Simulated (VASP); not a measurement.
Wanted: the native input for a VASP 6.6.1 run.

```yaml
Task: single point
Functional: PBE
Potentials_or_basis: VASP PAW PBE potentials, release 64 (Fe)
Cutoff: 520 eV
k_mesh: 12 × 12 × 12
Occupations: fermi-dirac, width 0.1 eV
Spin: collinear spin, ferromagnetic start
Starting_moments: "[2.2] μB"
Dipole_correction: no
Further_INCAR_settings: ALGO = Normal; EDIFF = 1e-06; NBANDS = 14
```

The structure of Fe lies in POSCAR:

```
Fe
1.0
   -1.4330000000      1.4330000000      1.4330000000
    1.4330000000     -1.4330000000      1.4330000000
    1.4330000000      1.4330000000     -1.4330000000
Fe
1
Direct
    0.0000000000      0.0000000000      0.0000000000
```

One way to write it, as run:

INCAR

```
PREC     = Accurate       # precision mode
ENCUT    = 520            # plane-wave cutoff, eV
EDIFF    = 1E-6           # SCF threshold, eV
ISMEAR   = -1             # smearing method
SIGMA    = 0.1            # smearing width, eV
LREAL    = F              # projectors in reciprocal space
LASPH    = T              # aspherical terms in the spheres
NELM     = 150            # most SCF steps
ALGO     = Normal         # electronic algorithm
ISIF     = 2              # what is computed and relaxed
LWAVE    = F              # write WAVECAR
LCHARG   = F              # write CHGCAR
ISPIN    = 2              # spin polarisation
MAGMOM   = 2.2            # initial moments
LORBIT   = 11             # projections on sites
LMAXMIX  = 4              # l up to which the mixer works
GGA      = PE             # functional
NBANDS   = 14             # bands
```

KPOINTS

```
regular mesh
0
Gamma
  12 12 12
```

Potentials or basis: VASP PAW PBE potentials, release 64 (Fe).

The run is started by

```bash
$ cat potpaw_PBE.64/Fe/POTCAR > POTCAR
$ mpirun -np 1 vasp_std > vasp.out
```

It gave:

* Pressure: -5.7 GPa
* Net moment: 2.27 μB per cell
* Site moments: Fe +2.27 μB
* Valence electrons inside the program's atomic spheres: Fe 7.20

Wall time 18 s on 1 thread of Intel Xeon 6975P-C (shared host), peak memory 0.13 GiB.
